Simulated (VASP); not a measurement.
Runs of VASP 6.6.1 on FeNi3. The structure is that of space group Pm-3m (No. 221), or close to it. The cells are those of the table. 

```csv
level,spin,cell,k mesh,gap on the mesh (eV),pressure (GPa),moment (μB)
r2SCAN,"collinear, ferromagnetic start","a = 3.467 Å, 4 atoms",12 × 12 × 12,none,(c),5.21
r2SCAN,"collinear, ferromagnetic start","a = 3.544 Å, 4 atoms",12 × 12 × 12,none,-5.0,(b)
PBE,"collinear, ferromagnetic start","a = 3.545 Å, 4 atoms",6 × 6 × 6,none,-0.1,4.86
r2SCAN,"collinear, ferrimagnetic start","a = 3.514 Å, 4 atoms",12 × 12 × 12,none,0.0,5.26
PBE,"collinear, ferromagnetic start","a = 3.544 Å, 4 atoms",6 × 6 × 6,none,0.0,4.86
PBE,"collinear, ferromagnetic start","a = 3.540 Å, 4 atoms",6 × 6 × 6,none,(a),4.86
r2SCAN,off,"a = 3.514 Å, 4 atoms",12 × 12 × 12,none,-11.0,-
```

Alike in all rows: task single point; potentials or basis VASP PAW PBE potentials, release 64 (Fe, Ni); cutoff (eV) 520; smearing gaussian 0.05 eV.

Problem. Fill in the values left out.

Solution. (a) 0.6; (b) 5.30; (c) 9.6.

Caveats: the PAW data sets were made with another functional, which shifts forces and pressure a little (at least some runs); the cell stands under tension (at least some runs); the cell stands under pressure (at least some runs).

A gap of «none» marks levels without a gap at the run's occupations.
